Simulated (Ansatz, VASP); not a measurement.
# Two plane-wave programs on Lu

File INCAR:

```
SYSTEM = Lu
ALGO     = Normal         ! electronic algorithm
EDIFF    = 1E-6           ! SCF threshold, eV
ENCUT    = 520            ! plane-wave cutoff, eV
GGA      = RE             ! functional
ISIF     = 2              ! what is computed and relaxed
ISMEAR   = -1             ! smearing method
LASPH    = .TRUE.         ! aspherical terms in the spheres
LCHARG   = .TRUE.         ! write CHGCAR
LELF     = .TRUE.         ! ELF
LREAL    = .FALSE.        ! projectors in reciprocal space
LVHAR    = .TRUE.       
LWAVE    = .FALSE.        ! write WAVECAR
NBANDS   = 18             ! bands
NELM     = 80             ! most SCF steps
PREC     = Accurate       ! precision mode
SIGMA    = 0.1            ! smearing width, eV
```

Contents of KPOINTS:

```
k-points
0
G
  13 13 13
  0 0 0
```

Contents of POSCAR:

```
Lu
1.0
   -2.0496410271      2.0496410271      2.0496410271
    2.0496410271     -2.0496410271      2.0496410271
    2.0496410271      2.0496410271     -2.0496410271
Lu
1
Direct
    0.0000000000      0.0000000000      0.0000000000
```

Input for Ansatz:

```yaml
crystal:
  lattice:
    - [-2.0496410271, 2.0496410271, 2.0496410271]
    - [2.0496410271, -2.0496410271, 2.0496410271]
    - [2.0496410271, 2.0496410271, -2.0496410271]
  atoms:
    - { symbol: Lu, position: [0.0, 0.0, 0.0] }
hamiltonian:
  xc: revpbe
  pseudopotentials:
    kind: paw
    azcp:
      Lu: "pseudopotentials/Lu.paw.azcp"
basis:
  ecutwfc: 420
  fft_grid_basis: typed
kpoints:
  mp_grid: { grid: [13, 13, 13], shift: [0, 0, 0] }
magnetization:
  spin_polarized: false
scf:
  occupations: { method: fermi_dirac, width: 0.1 }
  lower_state_search: "off"
output:
  stress: true
```

Alike in both runs: task single point; functional revPBE; k mesh 13 × 13 × 13; occupations fermi-dirac, width 0.1 eV; no spin polarisation.

```csv
,VASP,Ansatz
version,VASP 6.6.1,Ansatz 0.2.0
potentials or method,"VASP PAW PBE potentials, release 64 (Lu), cutoff 520 eV","plane waves (420 eV) with PAW, scalar-relativistic"
valence electrons in the cell,25,25
```

Ansatz gave:

| Item | Value |
| --- | --- |
| pressure (GPa) | -3.9 |

Q: What did VASP give for the same quantities?

A: Pressure (GPa): -3.8.

VASP's potentials were made for PBE, not for revPBE.

Neither program's run includes spin-orbit coupling.
